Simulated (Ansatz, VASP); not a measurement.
**MgO in VASP and in Ansatz**

INCAR

```
SYSTEM = MgO
ALGO = Normal
EDIFF = 1E-6
ENCUT = 520
GGA = PE
ISIF = 2
ISMEAR = 0
LASPH = .TRUE.
LCHARG = .FALSE.
LREAL = .FALSE.
LWAVE = .FALSE.
NBANDS = 26
NELM = 100
PREC = Accurate
SIGMA = 0.05
```

Contents of KPOINTS:

```
k-points
0
G
  6 6 6
  0 0 0
```

POSCAR

```
MgO
1.0
    1.4688622380      2.5441440255      2.6797873418
   -1.4688622380     -2.5441440255      2.6797873418
    4.4065867139     -2.5441440255      0.0000000000
Mg O
4 4
Direct
    0.4469369664      0.5530630336      0.0353753558
    0.2500000000      0.7500000000      0.5000000000
    0.7500000000      0.2500000000      0.5000000000
    0.0000000000      0.0000000000      0.0000000000
    0.7500000000      0.7500000000      0.3333333333
    0.5000000000      1.0000000000      0.8333333333
    0.0000000000      0.5000000000      0.8333333333
    0.2500000000      0.2500000000      0.3333333333
```

Input for Ansatz:

```yaml
crystal:
  lattice:
    - [1.468862238, 2.5441440255, 2.6797873418]
    - [-1.468862238, -2.5441440255, 2.6797873418]
    - [4.4065867139, -2.5441440255, 0.0]
  atoms:
    - { symbol: Mg, position: [0.4469369664, 0.5530630336, 0.0353753558] }
    - { symbol: Mg, position: [0.25, 0.75, 0.5] }
    - { symbol: Mg, position: [0.75, 0.25, 0.5] }
    - { symbol: Mg, position: [0.0, 0.0, 0.0] }
    - { symbol: O, position: [0.75, 0.75, 0.3333333333] }
    - { symbol: O, position: [0.5, 1.0, 0.8333333333] }
    - { symbol: O, position: [0.0, 0.5, 0.8333333333] }
    - { symbol: O, position: [0.25, 0.25, 0.3333333333] }
basis:
  ecutwfc: 420
kpoints:
  mp_grid: { grid: [6, 6, 6] }
hamiltonian:
  xc: pbe
scf:
  occupations: { method: gaussian, width: 0.05 }
output:
  forces: true
  stress: true
  eigenvalues: true
```

Alike in both runs: task single point; functional PBE; k mesh 6 × 6 × 6; occupations gaussian, width 0.05 eV; no spin polarisation.

|  | VASP | Ansatz |
| --- | --- | --- |
| version | VASP 6.6.1 | Ansatz 0.2.0 |
| potentials or method | VASP PAW PBE potentials, release 64 (Mg, O), cutoff 520 eV | scalar-relativistic, plane waves, PAW |
| valence electrons in the cell | 32 | 64 |

```tsv
	VASP	Ansatz	Ansatz less VASP
gap on the k mesh at the Fermi level (eV)	2.52	2.55	+0.033
least direct gap on the mesh (eV)	2.75	2.78	+0.032
pressure (GPa)	1.3	1.9	+0.60
traceless stress, the component that is largest in VASP (GPa)	1.46	1.39	-0.061
rms of the force components (eV/Å)	0.641	0.633	-0.0077
```

Atom by atom the forces differ by 0.008 eV/Å (rms over components). The functional is the same, so the differences come from potentials, cutoffs and numerics. VASP's potentials hold 32 valence electrons a cell and Ansatz's 64, so a difference there can come from the potentials and not from the codes.
